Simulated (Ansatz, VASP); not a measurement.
BaCa3O4 in VASP and in Ansatz

```
Ba Ca O
1.0
     5.00397    0.00000    0.00000
     0.00000    5.00397    0.00000
     0.00000    0.00000    5.00397
Ba Ca O
1 3 4
Direct
  0.50000 0.50000 0.50000
  0.50000 0.00000 0.00000
  0.00000 0.50000 0.00000
  0.00000 0.00000 0.50000
  0.00000 0.50000 0.50000
  0.50000 0.00000 0.50000
  0.50000 0.50000 0.00000
  0.00000 0.00000 0.00000
```

Alike in both runs: task single point; functional PBE; k mesh 5 × 5 × 5; occupations fermi-dirac, width 0.05 eV; no spin polarisation.

```csv
,VASP,Ansatz
version,VASP 6.6.1,Ansatz 0.2.0
potentials or method,"VASP PAW PBE potentials, release 64 (Ba_sv, Ca_sv, O)",Ansatz PAW
plane-wave cutoff (eV),520,420
valence electrons in the cell,64,64
```

VASP gave:

```
gap on the k mesh at the Fermi level (eV) : 2.11
least direct gap on the mesh (eV)         : 2.11
pressure (GPa)                            : 6.2
```

Q: Estimate Ansatz's values.

A: gap on the k mesh at the Fermi level (eV): 2.19; least direct gap on the mesh (eV): 2.19; pressure (GPa): 4.5.

With one functional, cell and mesh, what is left measures potentials, basis and numerics.

Spin-orbit coupling is off throughout. Noted on Ansatz's run: odd divisions of the mesh miss points on the zone boundary, where band edges often lie, so the gap on the mesh can be too wide.
